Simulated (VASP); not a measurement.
Set up this calculation in VASP 6.6.1, as the native input.

- Task: single point
- Functional: r2SCAN
- Potentials or basis: VASP PAW PBE potentials, release 64 (Al, N)
- Cutoff: 520 eV
- k mesh: 8 × 8 × 3
- Occupations: gaussian, width 0.05 eV
- Spin: no spin polarisation
- Dipole correction: no
- Further INCAR settings: ALGO = Normal; EDIFF = 1e-06; NBANDS = 26

The system is AlN.

```
Al N
1.0
    -3.10667    0.00000    0.00000
    -1.55333   -2.69045    0.00000
    -0.93200    0.00000    9.95681
Al N
4 4
Direct
  0.06195 0.33333 0.90460
  0.21195 0.33333 0.40460
  0.62029 0.66667 0.15460
  0.47029 0.66667 0.65460
  0.30471 0.33333 0.09540
  0.15471 0.33333 0.59540
  0.56305 0.66667 0.34540
  0.41305 0.66667 0.84540
```

The input as run:

POSCAR

```
AlN
1.0
   -3.1066653375      0.0000000000      0.0000000000
   -1.5533326688     -2.6904511034      0.0000000000
   -0.9319996013      0.0000000000      9.9568096770
Al N
4 4
Direct
    0.0619543980      0.3333333333      0.9045964511
    0.2119543980      0.3333333333      0.4045964511
    0.6202877313      0.6666666667      0.1545964511
    0.4702877313      0.6666666667      0.6545964511
    0.3047122687      0.3333333333      0.0954035489
    0.1547122687      0.3333333333      0.5954035489
    0.5630456020      0.6666666667      0.3454035489
    0.4130456020      0.6666666667      0.8454035489
```

INCAR.step1

```
PREC     = Accurate       # precision mode
ENCUT    = 520            # plane-wave cutoff, eV
ISMEAR   = 0              # smearing method
SIGMA    = 0.05           # smearing width, eV
LREAL    = F              # projectors in reciprocal space
LASPH    = T              # aspherical terms in the spheres
NELM     = 60             # most SCF steps
NBANDS   = 26             # bands
GGA      = PE             # functional
ALGO     = Normal         # electronic algorithm
EDIFF    = 1E-4           # SCF threshold, eV
LWAVE    = T              # write WAVECAR
LCHARG   = F              # write CHGCAR
```

INCAR.step2

```
PREC     = Accurate       # precision mode
ENCUT    = 520            # plane-wave cutoff, eV
EDIFF    = 1E-6           # SCF threshold, eV
ISMEAR   = 0              # smearing method
SIGMA    = 0.05           # smearing width, eV
LREAL    = F              # projectors in reciprocal space
LASPH    = T              # aspherical terms in the spheres
NELM     = 60             # most SCF steps
ALGO     = Normal         # electronic algorithm
ISIF     = 2              # what is computed and relaxed
LWAVE    = F              # write WAVECAR
LCHARG   = F              # write CHGCAR
METAGGA  = R2SCAN         # meta-GGA
LMIXTAU  = T            
NBANDS   = 26             # bands
ISTART   = 1
```

KPOINTS

```
Automatic mesh
0
Gamma
  8 8 3
```

Potentials or basis: VASP PAW PBE potentials, release 64 (Al, N).

Command:

```sh
$ cat potpaw_PBE.64/Al/POTCAR potpaw_PBE.64/N/POTCAR > POTCAR
$ cp INCAR.step1 INCAR
$ mpirun -np 1 vasp_std > vasp.out
$ cp INCAR.step2 INCAR
$ mpirun -np 1 vasp_std > vasp.out
```

Results of the run:

The pressure is -1.4 GPa, the largest force is 1.517 eV/Å and the band gap on the k mesh is 4.14 eV, direct.

Caveat: the PAW data sets were made with another functional, which shifts forces and pressure a little.

Wall time 14 min on 1 thread of AMD EPYC 9R45 (Zen 5), with other jobs on the host, peak memory 0.27 GiB.
